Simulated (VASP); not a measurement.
# Co (P6_3/mmc) in VASP: single point with LDA

Aim: the single point of Co with LDA.

All numbers are computed with VASP 6.6.1; they aren't measurements. Logs are shortened: lines on timing, memory, paths and dates and some standing lists are left out, and cuts for length are marked.

## Step 1: The cell of the first run

Symmetry: P6_3/mmc, No. 194, hexagonal system. Conventional cell: a = 2.415 Å, b = 2.415 Å, c = 3.896 Å, α = 90.00°, β = 90.00°, γ = 120.00°. Within 3.2 Å of Co (site symmetry -6m2) lie 12 Co at 2.40 to 2.42 Å.

## Step 2: Single point, LDA, collinear spin, ferromagnetic start

The input, INCAR:

```
SYSTEM = Co
  ALGO = Normal
  EDIFF = 1E-6
  ENCUT = 520
  ISIF = 2
  ISMEAR = -1
  ISPIN = 2
  LASPH = .True.
  LCHARG = .False.
  LMAXMIX = 4
  LORBIT = 11
  LREAL = .False.
  LWAVE = .False.
  MAGMOM = 1.7 1.7
  NBANDS = 20
  NELM = 150
  PREC = Accurate
  SIGMA = 0.08
```

The input, KPOINTS:

```
k-points
0
Gamma
  18 18 10
  0 0 0
```

The input, POSCAR:

```
Co
1.0
    2.4153386658      0.0000000000      0.0000000000
   -1.2076693329      2.0917446433      0.0000000000
    0.0000000000      0.0000000000      3.8962173113
Co
2
Direct
    0.3333333333      0.6666666667      0.2500000000
    0.6666666667      0.3333333333      0.7500000000
```

Potentials or basis: VASP PAW LDA potentials, release 64 (Co).

On the command line:

```sh
$ cat potpaw_LDA.64/Co/POTCAR > POTCAR
$ mpirun -np 1 vasp_std > vasp.out
```

OUTCAR:

```text
SYSTEM = Co
   EDIFF = 1E-6
   ENCUT = 520
   ISIF = 2
   ISMEAR = -1
   ISPIN = 2
   LASPH = .True.
   LORBIT = 11
   LREAL = .False.
   NELM = 150
   PREC = Accurate

 ion  position               nearest neighbor table
   1  0.333  0.667  0.250-   2 2.40   2 2.40   2 2.40   2 2.40   2 2.40   2 2.40
   2  0.667  0.333  0.750-   1 2.40   1 2.40   1 2.40   1 2.40   1 2.40   1 2.40

  LATTYP: Found a hexagonal cell.
 ALAT       =     2.4153386658
 C/A-ratio  =     1.6131142876

  Lattice vectors:

 A1 = (   2.4153386658,   0.0000000000,   0.0000000000)
 A2 = (  -1.2076693329,   2.0917446433,   0.0000000000)
 A3 = (   0.0000000000,   0.0000000000,   3.8962173113)

Analysis of symmetry for initial positions (statically):
=====================================================================
 Subroutine PRICEL returns:
 Original cell was already a primitive cell.

 Routine SETGRP: Setting up the symmetry group for a
 hexagonal supercell.

 Subroutine GETGRP returns: Found 24 space group operations
 (whereof 12 operations were pure point group operations)
 out of a pool of 24 trial point group operations.

The static configuration has the point symmetry D_3d.
 The point group associated with its full space group is D_6h.

Analysis of symmetry for dynamics (positions and initial velocities):
=====================================================================
 Subroutine PRICEL returns:
 Original cell was already a primitive cell.

 Routine SETGRP: Setting up the symmetry group for a
 hexagonal supercell.

 Subroutine GETGRP returns: Found 24 space group operations
 (whereof 12 operations were pure point group operations)
 out of a pool of 24 trial point group operations.

The dynamic configuration has the point symmetry D_3d.
 The point group associated with its full space group is D_6h.

Analysis of structural, dynamic, and magnetic symmetry:
=====================================================================
 Subroutine PRICEL returns:
 Original cell was already a primitive cell.

 Routine SETGRP: Setting up the symmetry group for a
 hexagonal supercell.

 Subroutine GETGRP returns: Found 24 space group operations
 (whereof 12 operations were pure point group operations)
 out of a pool of 24 trial point group operations.

The overall configuration has the point symmetry D_3d.
 The point group associated with its full space group is D_6h.

 Subroutine INISYM returns: Found 24 space group operations
 (whereof 12 operations are pure point group operations),
 and found     1 'primitive' translations

----------------------------------------------------------------------------------------

                                     Primitive cell

  volume of cell :      19.6847

  direct lattice vectors                    reciprocal lattice vectors
     2.415338666  0.000000000  0.000000000     0.414020615  0.239034914  0.000000000
    -1.207669333  2.091744643  0.000000000     0.000000000  0.478069827  0.000000000
     0.000000000  0.000000000  3.896217311     0.000000000  0.000000000  0.256659195

  length of vectors
     2.415338666  2.415338666  3.896217311     0.478069827  0.478069827  0.256659195

  position of ions in fractional coordinates (direct lattice)
     0.333333333  0.666666667  0.250000000
     0.666666667  0.333333333  0.750000000

  ion indices of the primitive-cell ions
   primitive index   ion index
                 1           1
                 2           2

----------------------------------------------------------------------------------------

 KPOINTS: k-points

Automatic generation of k-mesh.
 Grid dimensions read from file:
 generate k-points for:   18   18   10

 Generating k-lattice:

  Cartesian coordinates                     Fractional coordinates (reciprocal lattice)
     0.023001145  0.013279717  0.000000000     0.055555556 -0.000000000  0.000000000
     0.000000000  0.026559435  0.000000000     0.000000000  0.055555556  0.000000000
     0.000000000  0.000000000  0.025665920     0.000000000  0.000000000  0.100000000

  Length of vectors
     0.026559435  0.026559435  0.025665920

  Shift w.r.t. Gamma in fractional coordinates (k-lattice)
     0.000000000  0.000000000  0.000000000

 Subroutine IBZKPT returns following result:
 ===========================================

 Found    222 irreducible k-points:

 Following reciprocal coordinates:
            Coordinates               Weight
  0.000000  0.000000  0.000000      1.000000
  0.055556 -0.000000  0.000000      6.000000
  0.111111 -0.000000  0.000000      6.000000
  0.166667 -0.000000  0.000000      6.000000
  0.222222 -0.000000  0.000000      6.000000
  0.277778 -0.000000  0.000000      6.000000
[... 16 lines left out ...]
  0.333333  0.111111  0.000000     12.000000
  0.388889  0.111111  0.000000     12.000000
 [... further k-points ...]
   k-points           NKPTS =    222   k-points in BZ     NKDIM =    222   number of bands    NBANDS=     20
   number of dos      NEDOS =    301   number of ions     NIONS =      2
   total plane-waves  NPLWV =   9720
   dimension x,y,z NGX =    18 NGY =   18 NGZ =   30
   dimension x,y,z NGXF=    36 NGYF=   36 NGZF=   60
   ions per type =               2
   NGX,Y,Z   is equivalent  to a cutoff of  12.39, 12.39, 12.80 a.u.
   NGXF,Y,Z  is equivalent  to a cutoff of  24.78, 24.78, 25.60 a.u.
 SYSTEM =  Co
   PREC   = accura    normal or accurate (medium, high low for compatibility)
   ISTART =      0    job   : 0-new  1-cont  2-samecut
   ICHARG =      2    charge: 1-file 2-atom 10-const
   ISPIN  =      2    spin polarized calculation?
   LNONCOLLINEAR =      F non collinear calculations
   LSORBIT =      F    spin-orbit coupling
   LASPH  =      T    aspherical Exc in radial PAW
   ENCUT  =  520.0 eV  38.22 Ry    6.18 a.u.   4.49  4.49  7.24*2*pi/ulx,y,z
   NELM   =    150;   NELMIN=  2; NELMDL= -5     # of ELM steps
   EDIFF  = 0.1E-05   stopping-criterion for ELM
   LREAL  =      F    real-space projection
   EDIFFG = 0.1E-04   stopping-criterion for IOM
   NSW    =      0    number of steps for IOM
   IBRION =     -1    ionic relax: 0-MD 1-quasi-New 2-CG
   NFREE  =      0    steps in history (QN), initial steepest desc. (CG)
   ISIF   =      2    stress and relaxation
   ISYM   =      2    0-nonsym 1-usesym 2-fastsym
   POTIM  = 0.5000    time-step for ionic-motion
   TEBEG  =    0.0;   TEEND  =   0.0 temperature during run
   PSTRESS=    0.0 pullay stress
   NELECT =      18.0000    total number of electrons
   NUPDOWN=      -1.0000    fix difference up-down
   EMIN   =  10.00;   EMAX   =-10.00  energy-range for DOS
   EFERMI =   0.00;   METHOD = LEGACY
   ISMEAR =    -1;   SIGMA  =   0.08  broadening in eV -4-tet -1-fermi 0-gaus
   EFERMI_NEDOS =   21; number of points for ismear=-14 and -15
   IALGO  =     38    algorithm
   IMIX   =      4    mixing-type and parameters
     AMIX     =   0.40;   BMIX     =  1.00
     AMIX_MAG =   1.60;   BMIX_MAG =  1.00
  volume/ion in A,a.u.               =       9.84        66.42
  Fermi-wavevector in a.u.,A,eV,Ry     =   1.588994  3.002764 34.353395  2.524903
  Thomas-Fermi vector in A             =   2.687912
   LORBIT       =     11    0 simple, 1 ext, 2 COOP (PROOUT), +10 PAW based schemes
   GGA     = CA    functional components
   LHFCALC =     F    Hartree Fock is set to
   AEXX    =    0.0000 exact exchange contribution
   IVDW    =     0    specifies the selected vdW correction
   LEPSILON=     F    determine dielectric tensor
   LRPA    =     F    only Hartree local field effects (RPA)
 spin polarized calculation
  energy-cutoff  :      520.00
  volume of cell :       19.68
 maximum number of plane-waves:       549
 NGX is ok and might be reduce to    18
   NGX =  9   NGY =  9   NGZ = 15

 number of electron      18.0000010 magnetization       2.8728235

 Free energy of the ion-electron system (eV)
  ---------------------------------------------------
  ext. energy  EPLUGINS =         0.00000000
  ---------------------------------------------------
  free energy    TOTEN  =       -16.26892864 eV

  energy without entropy =      -16.22055181  energy(sigma->0) =      -16.24474022

 E-fermi :  11.3476     XC(G=0): -14.3199

 val. band max:       11.3454007548   @ k =   0.2778  -0.0000   0.3000
 cond. band min:      11.3503158434   @ k =   0.2222   0.1667   0.1000
 fundamental gap:      0.0049150886
 Fermi energy:        11.3476361183

 spin component 1

 k-point     1 :       0.0000    0.0000    0.0000
  band No.  band energies     occupation
      1       1.8874      1.00000
      2       5.8398      1.00000
      3       8.7813      1.00000
      4       8.7963      1.00000
      5       8.7963      1.00000
      6       9.1745      1.00000
[... 12 lines left out ...]
     19      38.9376      0.00000
     20      38.9376      0.00000
[... 507 lines left out ...]
 k-point    24 :       0.3889    0.1111    0.0000
  band No.  band energies     occupation
      1       6.3737      1.00000
      2       6.5516      1.00000
      3       6.6794      1.00000
      4       8.3197      1.00000
      5       8.5366      1.00000
      6       8.8790      1.00000
[... 12 lines left out ...]
     19      35.5307      0.00000
     20      38.0675      0.00000

 [... further k-points ...]

 spin component 2

 k-point     1 :       0.0000    0.0000    0.0000
  band No.  band energies     occupation
      1       2.0707      1.00000
      2       6.6761      1.00000
      3      10.1082      1.00000
      4      10.1130      1.00000
      5      10.1130      1.00000
      6      10.5353      0.99996
[... 12 lines left out ...]
     19      39.3581      0.00000
     20      39.3581      0.00000
[... 507 lines left out ...]
 k-point    24 :       0.3889    0.1111    0.0000
  band No.  band energies     occupation
      1       7.1171      1.00000
      2       7.5469      1.00000
      3       7.6946      1.00000
      4       9.0723      1.00000
      5       9.8205      1.00000
      6      10.1035      1.00000
[... 12 lines left out ...]
     19      35.9143      0.00000
     20      38.5279      0.00000

 [... further k-points ...]
[... 5 lines left out ...]
  --------------------------------------------------------------------------------------
  -------------------------------------------------------------------------------------
  Total        0.3868236      0.3868236      0.3426465      0.0000000     -0.0000000      0.0000000
  in kB       31.4842761     31.4842761     27.8886163      0.0000000     -0.0000000      0.0000000
  external PRESSURE =      30.2857228 kB  Pullay stress =       0.0000000 kB

 VOLUME and BASIS-vectors are now :
 -----------------------------------------------------------------------------
  energy-cutoff  :      520.00
  volume of cell :       19.68
      direct lattice vectors                 reciprocal lattice vectors
     2.415338666  0.000000000  0.000000000     0.414020615  0.239034914  0.000000000
    -1.207669333  2.091744643  0.000000000     0.000000000  0.478069827  0.000000000
     0.000000000  0.000000000  3.896217311     0.000000000  0.000000000  0.256659195

 POSITION                                       TOTAL-FORCE (eV/Angst)
 -----------------------------------------------------------------------------------
     -0.00000      1.39450      0.97405        -0.000000     -0.000000      0.000000
      1.20767      0.69725      2.92216         0.000000      0.000000      0.000000
 -----------------------------------------------------------------------------------
    total drift:                               -0.000000     -0.000000     -0.000000

  FREE ENERGIE OF THE ION-ELECTRON SYSTEM (eV)
  ---------------------------------------------------
  free  energy   TOTEN  =       -16.2689286378 eV

  energy  without entropy=      -16.2205518094  energy(sigma->0) =      -16.24474022

 total charge

# of ion       s       p       d       tot
------------------------------------------
    1        0.531   0.606   7.352   8.489
    2        0.531   0.606   7.352   8.489
--------------------------------------------------
tot          1.062   1.212  14.704  16.978

 magnetization (x)

# of ion       s       p       d       tot
------------------------------------------
    1       -0.013  -0.038   1.478   1.428
    2       -0.013  -0.038   1.478   1.428
--------------------------------------------------
tot         -0.026  -0.075   2.956   2.855
```

It took 2.2 min on 1 thread of Intel Xeon Platinum 8488C (Sapphire Rapids), shared host; peak memory 0.21 GiB.

What came out:

| Property | Result |
| --- | --- |
| Free energy | -16.2689 eV |
| Pressure | 3.0 GPa |
| Net moment | 2.87 μB per cell |
| Site moments | Co +1.43 μB |
| Valence electrons inside the program's atomic spheres | Co 8.49 |

Caveat: the cell stands under pressure.
